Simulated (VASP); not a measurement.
Runs of VASP 6.6.1 on ZrB2. It takes space group P6/mmm (No. 191, hexagonal). Conventional cell: a = 3.170 Å, b = 3.170 Å, c = 3.533 Å, α = 90.00°, β = 90.00°, γ = 120.00°. Zr (site symmetry 6/mmm) has 12 B at 2.54 Å and 8 Zr at 3.17 to 3.53 Å within 3.6 Å. Within 2.4 Å of B (site symmetry -6m2) lie 3 B at 1.83 Å. 

| smearing | gap on the mesh (eV) | pressure (GPa) |
| --- | --- | --- |
| fermi-dirac 0.5 eV | none | 2.4 |
| fermi-dirac 0.3 eV | none | 1.3 |
| fermi-dirac 0.1 eV | none | 1.0 |
| fermi-dirac 0.2 eV | none | (a) |

Alike in all rows: task single point; level PBE; potentials or basis VASP PAW PBE potentials, release 64 (Zr_sv, B); no spin polarisation; cell as given; k mesh 10 × 10 × 8; cutoff (eV) 500.

**Question.** Fill in the values left out.

**Answer.** (a) 1.1.

Caveats: so wide a smearing shifts energies and pressures (at least some runs).

A k mesh can miss the band edges, and the runs leave out spin-orbit coupling on Zr.

A gap of «none» marks levels without a gap at the run's occupations.
